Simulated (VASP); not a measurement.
Wanted: the native input for a VASP 6.6.1 run.

```
Task                   : relaxation of cell and atoms
Functional             : PBE
Dispersion             : D3(BJ)
Potentials or basis    : VASP PAW PBE potentials, release 64 (Ag)
Cutoff                 : 600 eV
k mesh                 : 18 × 18 × 10
Occupations            : gaussian, width 0.1 eV
Spin                   : no spin polarisation
Dipole correction      : no
Further INCAR settings : ALGO = Fast; EDIFF = 1e-06; IBRION = 2; EDIFFG = -0.005; NSW = 100; ISIF = 3
```

The structure of Ag lies in POSCAR:

```
Ag
1.0
    2.9299980804      0.0000000000      0.0000000000
   -1.4649990402      2.5374527707      0.0000000000
    0.0000000000      0.0000000000      4.7900000000
Ag
2
Direct
    0.3333333333      0.6666666667      0.2500000000
    0.6666666667      0.3333333333      0.7500000000
```

This isn't the form of Ag at room conditions, which is fcc.

The input as run:

INCAR

```
  ALGO = Fast
  EDIFF = 1E-6
  EDIFFG = -0.005
  ENCUT = 600
  GGA = PE
  IBRION = 2
  ISIF = 3
  ISMEAR = 0
  IVDW = 12
  LASPH = True
  LCHARG = False
  LREAL = False
  LWAVE = False
  NELM = 100
  NSW = 100
  PREC = Accurate
  SIGMA = 0.1
```

KPOINTS

```
k-points
0
Gamma
  18 18 10
```

Potentials or basis: VASP PAW PBE potentials, release 64 (Ag).

Launch:

```sh
$ cat potpaw_PBE.64/Ag/POTCAR > POTCAR
$ mpirun -np 1 vasp_std > vasp.out
```

It gave:

| Item | Value |
| --- | --- |
| Relaxed volume | 16.91 Å³/atom |
| Relaxed cell | a = 2.879 Å, b = 2.879 Å, c = 4.712 Å, α = 90.00°, β = 90.00°, γ = 120.00° |
| Space group after relaxing (to 0.1 Å) | P6_3/mmc (No. 194) |
| Energy gained by relaxing | 14.6 meV/atom |
| Ionic steps | 9 |
| Pressure after relaxing | 0.0 GPa |
| Band gap on the k mesh | zero (bands 11 and 12 overlap by 7.56 eV) |
| Dispersion energy per atom | -0.594 eV |

It took 6 min on 1 thread of AMD EPYC 7R13 Processor (Zen 3), on a shared host, peak memory 0.25 GiB.
